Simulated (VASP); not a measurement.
Wanted: the native input for a VASP 6.6.1 run.

```
Task                   : single point
Functional             : r2SCAN
Potentials or basis    : VASP PAW PBE potentials, release 64 (Be)
Cutoff                 : 520 eV
k mesh                 : 15 × 15 × 1
Occupations            : gaussian, width 0.1 eV
Spin                   : no spin polarisation
Dipole correction      : yes
Further INCAR settings : ALGO = Normal; EDIFF = 1e-06; NBANDS = 16
```

The system is Be, a slab with vacuum.

```
Be
1.0
     2.26165    0.00000    0.00000
    -1.13083    1.95865    0.00000
     0.00000    0.00000   25.70749
Be
7
Cartesian
  0.0000 1.3058 7.4271
  1.1308 0.6529 9.2652
  0.0000 1.3058 11.0631
  1.1308 0.6529 12.8538
  0.0000 1.3058 14.6443
  1.1308 0.6529 16.4423
  0.0000 1.3058 18.2803
```

The input as run:

POSCAR

```
Be
1.0
    2.2616547591      0.0000000000      0.0000000000
   -1.1308273795      1.9586504760      0.0000000000
    0.0000000000      0.0000000000     25.7074920173
Be
7
Direct
    0.3333333333      0.6666666667      0.2889098749
    0.6666666667      0.3333333333      0.3604094822
    0.3333333333      0.6666666667      0.4303468239
    0.6666666667      0.3333333333      0.5000004206
    0.3333333333      0.6666666667      0.5696526189
    0.6666666667      0.3333333333      0.6395906533
    0.3333333333      0.6666666667      0.7110901262
```

INCAR.step1

```
SYSTEM = Be
  ALGO = Normal
  DIPOL = 0.5 0.5 0.500
  EDIFF = 1E-4
  ENCUT = 520
  GGA = PE
  IDIPOL = 3
  ISMEAR = 0
  LASPH = .True.
  LCHARG = .False.
  LDIPOL = .True.
  LREAL = .False.
  LWAVE = .True.
  NBANDS = 16
  NELM = 80
  PREC = Accurate
  SIGMA = 0.1
```

INCAR.step2

```
SYSTEM = Be
  ALGO = Normal
  DIPOL = 0.5 0.5 0.500
  EDIFF = 1E-6
  ENCUT = 520
  IDIPOL = 3
  ISIF = 2
  ISMEAR = 0
  ISTART = 1
  LASPH = .True.
  LCHARG = .False.
  LDIPOL = .True.
  LMIXTAU = .True.
  LREAL = .False.
  LWAVE = .False.
  METAGGA = R2SCAN
  NBANDS = 16
  NELM = 80
  PREC = Accurate
  SIGMA = 0.1
```

KPOINTS

```
k-points
0
Gamma
  15 15 1
  0 0 0
```

Potentials or basis: VASP PAW PBE potentials, release 64 (Be).

Command:

```sh
$ cat potpaw_PBE.64/Be/POTCAR > POTCAR
$ cp INCAR.step1 INCAR
$ mpirun -np 1 vasp_std > vasp.out
$ cp INCAR.step2 INCAR
$ mpirun -np 1 vasp_std > vasp.out
```

Results of the run:

* Largest force: 0.010 eV/Å
* Band gap on the k mesh: zero (band 7 reaches 1.45 eV, above the bottom of band 8 at -2.24 eV)

Caveat: the PAW data sets were made with another functional, which shifts forces and pressure a little.

It took 3.3 min on 1 thread of Intel(R) Xeon(R) Platinum 8488C (Sapphire Rapids), with other jobs on the host, peak memory 0.25 GiB.
